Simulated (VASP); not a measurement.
# LaScO3 (Pnma) in VASP: electric field gradients with PBE

Aim: the electric field gradients of LaScO3 with PBE.

All numbers are computed with VASP 6.6.1; they aren't measurements. Logs are shortened: lines on timing, memory, paths and dates and some standing lists are left out, and cuts for length are marked.

### 1 The cell of the first run

The structure is orthorhombic, space group Pnma (No. 62). The conventional cell has a = 5.804 Å, b = 8.102 Å, c = 5.685 Å, α = 90.00°, β = 90.00°, γ = 90.00°. La (site symmetry m) has 8 O at 2.38 to 2.90 Å within 3.1 Å. Within 2.8 Å of Sc (site symmetry -1) lie 6 O at 2.10 to 2.12 Å. O (site symmetry m) has 2 Sc at 2.11 Å and 2 La at 2.38 to 2.53 Å within 2.8 Å. Within 2.8 Å of O (site symmetry 1) lie 2 Sc at 2.10 to 2.12 Å and 2 La at 2.41 to 2.70 Å.

### 2 Electric field gradients, PBE

File INCAR:

```
SYSTEM = LaScO3
ALGO = Normal ; EDIFF = 1E-8
ENCUT = 520 ; GGA = PE
GGA_COMPAT = .False. ; ISIF = 2
ISMEAR = -1 ; LASPH = .True.
LCHARG = .False. ; LEFG = .True.
LMAXMIX = 6 ; LREAL = .False.
LWAVE = .False. ; NBANDS = 96
NELM = 200 ; PREC = Accurate
SIGMA = 0.02
```

File KPOINTS:

```
k-points
0
Gamma
  4 3 4
  0 0 0
```

File POSCAR:

```
LaScO3
1.0
    5.8035307700      0.0000000000      0.0000000000
    0.0000000000      8.1022583100      0.0000000000
    0.0000000000      0.0000000000      5.6850609100
La Sc O
4 4 12
Direct
    0.9553849100      0.2500000000      0.0114613500
    0.5446150900      0.7500000000      0.5114613500
    0.4553849100      0.2500000000      0.4885386500
    0.0446150900      0.7500000000      0.9885386500
    0.5000000000      0.0000000000      0.0000000000
    0.0000000000      0.0000000000      0.5000000000
    0.0000000000      0.5000000000      0.5000000000
    0.5000000000      0.5000000000      0.0000000000
    0.5337734100      0.2500000000      0.8994801500
    0.9662265900      0.7500000000      0.3994801500
    0.0337734100      0.2500000000      0.6005198500
    0.4662265900      0.7500000000      0.1005198500
    0.2962783300      0.9464756800      0.7036204100
    0.2037216700      0.0535243200      0.2036204100
    0.7962783300      0.5535243200      0.7963795900
    0.7037216700      0.4464756800      0.2963795900
    0.7037216700      0.0535243200      0.2963795900
    0.7962783300      0.9464756800      0.7963795900
    0.2037216700      0.4464756800      0.2036204100
    0.2962783300      0.5535243200      0.7036204100
```

Potentials or basis: VASP PAW PBE potentials, release 64 (La, Sc_sv, O).

Run with:

```console
> cat potpaw_PBE.64/La/POTCAR potpaw_PBE.64/Sc_sv/POTCAR potpaw_PBE.64/O/POTCAR > POTCAR
> mpirun -np 1 vasp_std > vasp.out
```

OUTCAR:

```text
SYSTEM = LaScO3
   EDIFF = 1E-8
   ENCUT = 520
   GGA = PE
   ISIF = 2
   ISMEAR = -1
   LASPH = .True.
   LREAL = .False.
   NELM = 200
   PREC = Accurate

 ion  position               nearest neighbor table
   1  0.955  0.250  0.011-  11 2.38  14 2.41  19 2.41   9 2.53  17 2.70  16 2.70   5 3.33   8 3.33
                             7 3.45   6 3.45   6 3.55   7 3.55
   2  0.545  0.750  0.511-  12 2.38  13 2.41  20 2.41  10 2.53  18 2.70  15 2.70   6 3.33   7 3.33
                             5 3.45   8 3.45   5 3.55   8 3.55
   3  0.455  0.250  0.489-   9 2.38  16 2.41  17 2.41  11 2.53  14 2.70  19 2.70   6 3.33   7 3.33
                             5 3.45   8 3.45   5 3.55   8 3.55
   4  0.045  0.750  0.989-  10 2.38  15 2.41  18 2.41  12 2.53  13 2.70  20 2.70   5 3.33   8 3.33
                             7 3.45   6 3.45   6 3.55   7 3.55
   5  0.500  0.000  0.000-  13 2.10  17 2.10   9 2.11  12 2.11  14 2.12  18 2.12   1 3.33   4 3.33
                             3 3.45   2 3.45   2 3.55   3 3.55
   6  0.000  0.000  0.500-  14 2.10  18 2.10  10 2.11  11 2.11  17 2.12  13 2.12   2 3.33   3 3.33
                             1 3.45   4 3.45   1 3.55   4 3.55
   7  0.000  0.500  0.500-  15 2.10  19 2.10  10 2.11  11 2.11  16 2.12  20 2.12   2 3.33   3 3.33
                             1 3.45   4 3.45   1 3.55   4 3.55
   8  0.500  0.500  0.000-  16 2.10  20 2.10   9 2.11  12 2.11  19 2.12  15 2.12   1 3.33   4 3.33
                             3 3.45   2 3.45   2 3.55   3 3.55
   9  0.534  0.250  0.899-   5 2.11   8 2.11   3 2.38   1 2.53
  10  0.966  0.750  0.399-   6 2.11   7 2.11   4 2.38   2 2.53
  11  0.034  0.250  0.601-   6 2.11   7 2.11   1 2.38   3 2.53
  12  0.466  0.750  0.101-   5 2.11   8 2.11   2 2.38   4 2.53
  13  0.296  0.946  0.704-   5 2.10   6 2.12   2 2.41   4 2.70
  14  0.204  0.054  0.204-   6 2.10   5 2.12   1 2.41   3 2.70
  15  0.796  0.554  0.796-   7 2.10   8 2.12   4 2.41   2 2.70
  16  0.704  0.446  0.296-   8 2.10   7 2.12   3 2.41   1 2.70
  17  0.704  0.054  0.296-   5 2.10   6 2.12   3 2.41   1 2.70
  18  0.796  0.946  0.796-   6 2.10   5 2.12   4 2.41   2 2.70
  19  0.204  0.446  0.204-   7 2.10   8 2.12   1 2.41   3 2.70
  20  0.296  0.554  0.704-   8 2.10   7 2.12   2 2.41   4 2.70

  LATTYP: Found a simple orthorhombic cell.
 ALAT       =     5.6850609100
 B/A-ratio  =     1.0208388022
 C/A-ratio  =     1.4251840813

  Lattice vectors:

 A1 = (   0.0000000000,   0.0000000000,   5.6850609100)
 A2 = (   5.8035307700,   0.0000000000,   0.0000000000)
 A3 = (   0.0000000000,   8.1022583100,   0.0000000000)

Analysis of symmetry for initial positions (statically):
=====================================================================
 Subroutine PRICEL returns:
 Original cell was already a primitive cell.

 Routine SETGRP: Setting up the symmetry group for a
 simple orthorhombic supercell.

 Subroutine GETGRP returns: Found  8 space group operations
 (whereof  2 operations were pure point group operations)
 out of a pool of  8 trial point group operations.

The static configuration has the point symmetry S_2 .
 The point group associated with its full space group is D_2h.

Analysis of symmetry for dynamics (positions and initial velocities):
=====================================================================
 Subroutine PRICEL returns:
 Original cell was already a primitive cell.

 Routine SETGRP: Setting up the symmetry group for a
 simple orthorhombic supercell.

 Subroutine GETGRP returns: Found  8 space group operations
 (whereof  2 operations were pure point group operations)
 out of a pool of  8 trial point group operations.

The dynamic configuration has the point symmetry S_2 .
 The point group associated with its full space group is D_2h.

 Subroutine INISYM returns: Found  8 space group operations
 (whereof  2 operations are pure point group operations),
 and found     1 'primitive' translations

----------------------------------------------------------------------------------------

                                     Primitive cell

  volume of cell :     267.3213

  direct lattice vectors                    reciprocal lattice vectors
     5.803530770  0.000000000  0.000000000     0.172308899  0.000000000  0.000000000
[... 126 lines left out ...]
   NELECT =     160.0000    total number of electrons
   NUPDOWN=      -1.0000    fix difference up-down
   EMIN   =  10.00;   EMAX   =-10.00  energy-range for DOS
   EFERMI =   0.00;   METHOD = LEGACY
   ISMEAR =    -1;   SIGMA  =   0.02  broadening in eV -4-tet -1-fermi 0-gaus
   EFERMI_NEDOS =   21; number of points for ismear=-14 and -15
   IALGO  =     38    algorithm
   IMIX   =      4    mixing-type and parameters
     AMIX     =   0.40;   BMIX     =  1.00
     AMIX_MAG =   1.60;   BMIX_MAG =  1.00
  volume/ion in A,a.u.               =      13.37        90.20
  Fermi-wavevector in a.u.,A,eV,Ry     =   1.379654  2.607169 25.897960  1.903446
  Thomas-Fermi vector in A             =   2.504604
   LORBIT       =      0    0 simple, 1 ext, 2 COOP (PROOUT), +10 PAW based schemes
   GGA     = PE    functional components
   LHFCALC =     F    Hartree Fock is set to
   AEXX    =    0.0000 exact exchange contribution
   IVDW    =     0    specifies the selected vdW correction
   LEPSILON=     F    determine dielectric tensor
   LRPA    =     F    only Hartree local field effects (RPA)
 non-spin polarized calculation
  energy-cutoff  :      520.00
  volume of cell :      267.32
 maximum number of plane-waves:      7216
 NGX is ok and might be reduce to    48
   NGX = 21   NGY = 31   NGZ = 21

 number of electron     160.0000013 magnetization

 Free energy of the ion-electron system (eV)
  ---------------------------------------------------
  ext. energy  EPLUGINS =         0.00000000
  ---------------------------------------------------
  free energy    TOTEN  =      -174.69614281 eV

  energy without entropy =     -174.69614281  energy(sigma->0) =     -174.69614281

 E-fermi :   5.6057     XC(G=0): -11.0503

 val. band max:        5.0552634384   @ k =   0.0000   0.0000   0.0000
 cond. band min:       8.9897039431   @ k =   0.0000   0.0000   0.0000
 fundamental gap:      3.9344405047
 Fermi energy:         5.6056537117

 k-point     1 :       0.0000    0.0000    0.0000
  band No.  band energies     occupation
      1     -41.8019      2.00000
      2     -41.7992      2.00000
      3     -41.7967      2.00000
      4     -41.7942      2.00000
      5     -24.8160      2.00000
      6     -24.7867      2.00000
[... 1699 lines left out ...]
     91      10.0744      0.00000
     92      10.0746      0.00000
 [bands above 92 left out]

------------------------ aborting loop because EDIFF is reached ----------------------------------------

  FORCE on cell =-STRESS in cart. coord.  units (eV):
  Direction    XX          YY          ZZ          XY          YZ          ZX
  --------------------------------------------------------------------------------------
  -------------------------------------------------------------------------------------
  Total        4.0695072      4.1083037      3.6280391      0.0000000      0.0000000     -0.0000000
  in kB       24.3903990     24.6229240     21.7444810      0.0000000      0.0000000     -0.0000000
  external PRESSURE =      23.5859347 kB  Pullay stress =       0.0000000 kB

 VOLUME and BASIS-vectors are now :
 -----------------------------------------------------------------------------
  energy-cutoff  :      520.00
  volume of cell :      267.32
      direct lattice vectors                 reciprocal lattice vectors
     5.803530770  0.000000000  0.000000000     0.172308899  0.000000000  0.000000000
     0.000000000  8.102258310  0.000000000     0.000000000  0.123422380  0.000000000
     0.000000000  0.000000000  5.685060910     0.000000000  0.000000000  0.175899611

 POSITION                                       TOTAL-FORCE (eV/Angst)
 -----------------------------------------------------------------------------------
      5.54461      2.02556      0.06516        -0.011623      0.000000     -0.009296
      3.16069      6.07669      2.90769         0.011623     -0.000000     -0.009296
      2.64284      2.02556      2.77737        -0.011623      0.000000      0.009296
      0.25893      6.07669      5.61990         0.011623      0.000000      0.009296
      2.90177      0.00000      0.00000        -0.000000      0.000000      0.000000
      0.00000      0.00000      2.84253        -0.000000      0.000000      0.000000
[... 12 lines left out ...]
      1.18230      3.61746      1.15759        -0.025342     -0.026792     -0.012539
      1.71946      4.48480      4.00012         0.025342      0.026792     -0.012539
 -----------------------------------------------------------------------------------
    total drift:                               -0.000000      0.000000      0.000000

  FREE ENERGIE OF THE ION-ELECTRON SYSTEM (eV)
  ---------------------------------------------------
  free  energy   TOTEN  =      -174.6961428074 eV

  energy  without entropy=     -174.6961428074  energy(sigma->0) =     -174.69614281

 Electric field gradients (V/A^2)
---------------------------------------------------------------------
 ion       V_xx      V_yy      V_zz      V_xy      V_xz      V_yz
---------------------------------------------------------------------
   1     -23.563    68.367   -44.804     0.000   -92.239     0.000
   2     -23.563    68.367   -44.804    -0.000    92.239    -0.000
   3     -23.563    68.367   -44.804    -0.000    92.239    -0.000
   4     -23.563    68.367   -44.804     0.000   -92.239     0.000
   5       2.986     0.828    -3.814    -5.893    -1.810    -3.357
   6       2.986     0.828    -3.814    -5.893     1.810     3.357
[... 12 lines left out ...]
  19      -2.153     2.628    -0.475    -8.743     7.604   -13.123
  20      -2.153     2.628    -0.475    -8.743    -7.604    13.123
---------------------------------------------------------------------

 Electric field gradients after diagonalization (V/A^2)
 (convention: |V_zz| > |V_xx| > |V_yy|)
----------------------------------------------------------------------
 ion       V_xx      V_yy      V_zz     asymmetry (V_yy - V_xx)/ V_zz
----------------------------------------------------------------------
   1      68.367    58.665  -127.032       0.076
   2      68.367    58.665  -127.032       0.076
   3      68.367    58.665  -127.032       0.076
   4      68.367    58.665  -127.032       0.076
   5      -7.707    -0.245     7.952       0.938
   6      -7.707    -0.245     7.952       0.938
[... 12 lines left out ...]
  19     -12.141    -8.135    20.276       0.198
  20     -12.141    -8.135    20.276       0.198
----------------------------------------------------------------------

           NMR quadrupolar parameters

 Cq : quadrupolar parameter    Cq=e*Q*V_zz/h
 eta: asymmetry parameters     (V_yy - V_xx)/ V_zz
 Q  : nuclear electric quadrupole moment in mb (millibarn)
----------------------------------------------------------------------
 ion       Cq(MHz)       eta       Q (mb)
----------------------------------------------------------------------
   1      -0.307       0.076       1.000
   2      -0.307       0.076       1.000
   3      -0.307       0.076       1.000
   4      -0.307       0.076       1.000
   5       0.019       0.938       1.000
   6       0.019       0.938       1.000
[... 12 lines left out ...]
  19       0.049       0.198       1.000
  20       0.049       0.198       1.000
----------------------------------------------------------------------
```

Wall time 16 min (1 thread of AMD EPYC 7R13 (Zen 3), shared host); peak memory 0.54 GiB.

Results:

```
Free energy            : -174.6961 eV
Pressure               : 2.4 GPa
Largest force          : 0.051 eV/Å
Band gap on the k mesh : 3.93 eV, direct
```

Forces in eV/Å, atoms in the order of the input:
```
La  -0.012  0.000 -0.009
La   0.012  0.000 -0.009
La  -0.012  0.000  0.009
La   0.012  0.000  0.009
Sc   0.000  0.000  0.000
Sc   0.000  0.000  0.000
Sc   0.000  0.000  0.000
Sc   0.000  0.000  0.000
O    0.022  0.000 -0.046
O   -0.022  0.000 -0.046
O    0.022  0.000  0.046
O   -0.022  0.000  0.046
O    0.025 -0.027 -0.013
O   -0.025  0.027 -0.013
O    0.025  0.027  0.013
O   -0.025 -0.027  0.013
O   -0.025  0.027  0.013
O    0.025 -0.027  0.013
O   -0.025 -0.027 -0.013
O    0.025  0.027 -0.013
```

Electric field gradients, principal values (V/Å²):
```csv
atom,least,middle,greatest (by size)
1 La,58.665,68.367,-127.032
2 La,58.665,68.367,-127.032
3 La,58.665,68.367,-127.032
4 La,58.665,68.367,-127.032
5 Sc,-0.245,-7.707,7.952
6 Sc,-0.245,-7.707,7.952
7 Sc,-0.245,-7.707,7.952
8 Sc,-0.245,-7.707,7.952
9 O,-3.977,-5.077,9.053
10 O,-3.977,-5.077,9.053
11 O,-3.977,-5.077,9.053
12 O,-3.977,-5.077,9.053
13 O,-8.135,-12.141,20.276
14 O,-8.135,-12.141,20.276
15 O,-8.135,-12.141,20.276
16 O,-8.135,-12.141,20.276
17 O,-8.135,-12.141,20.276
18 O,-8.135,-12.141,20.276
19 O,-8.135,-12.141,20.276
20 O,-8.135,-12.141,20.276
```

Caveat: without QUAD_EFG the Cq values of the log hold for a quadrupole moment of 1 mb, not for the nuclei; spin-orbit coupling is left out, which moves the levels of the heavy elements. As with any semilocal functional, this PBE gap is likely too small.
